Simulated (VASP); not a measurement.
Here is a VASP 6.6.1 calculation.

File INCAR:

```
PREC = Accurate
ENCUT = 520
EDIFF = 1E-6
ISMEAR = 1
SIGMA = 0.15
LREAL = F
LASPH = T
NELM = 60
ALGO = Normal
ISIF = 2
LWAVE = F
LCHARG = F
GGA = PE
NBANDS = 32
```

The input KPOINTS:

```
Automatic mesh
0
Gamma
  6 6 6
```

File POSCAR:

```
NbCd3
1.0
    4.1068750505      0.0000000000      0.0000000000
    0.0000000000      4.1068750505      0.0000000000
    0.0000000000      0.0000000000      4.1068750505
Nb Cd
1 3
Direct
    0.0000000000      0.0000000000      0.0000000000
    0.0000000000      0.5000000000      0.5000000000
    0.5000000000      0.0000000000      0.5000000000
    0.5000000000      0.5000000000      0.0000000000
```

Potentials or basis: VASP PAW PBE potentials, release 64 (Nb_sv, Cd).

The run is started by

```bash
$ cat potpaw_PBE.64/Nb_sv/POTCAR potpaw_PBE.64/Cd/POTCAR > POTCAR
$ mpirun -np 1 vasp_std > vasp.out
```

Task: What does it give for the pressure?

Result: 20.1 GPa.
